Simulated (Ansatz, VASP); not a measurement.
Si in VASP and in Ansatz

```
CELL_PARAMETERS angstrom
0.00000 2.71850 2.71850
2.71850 0.00000 2.71850
2.71850 2.71850 0.00000
ATOMIC_POSITIONS crystal
Si 0.50000 0.50000 0.50000
Si 0.75000 0.75000 0.75000
```

Alike in both runs: task single point; functional r2SCAN; k mesh 6 × 6 × 6; occupations gaussian, width 0.1 eV; no spin polarisation.

|  | VASP | Ansatz |
| --- | --- | --- |
| version | VASP 6.6.1 | Ansatz 0.2.0 |
| potentials or method | VASP PAW PBE potentials, release 64 (Si), cutoff 520 eV | scalar-relativistic, plane waves, PAW |
| valence electrons in the cell | 8 | 8 |

|  | VASP | Ansatz | Ansatz less VASP |
| --- | --- | --- | --- |
| gap on the k mesh at the Fermi level (eV) | 0.92 | 0.91 | -0.013 |
| least direct gap on the mesh (eV) | 2.76 | 2.74 | -0.017 |
| pressure (GPa) | 0.2 | 0.4 | +0.23 |

VASP's potentials were made for PBE, not for r2SCAN. The functional is the same, so the differences come from potentials, cutoffs and numerics.
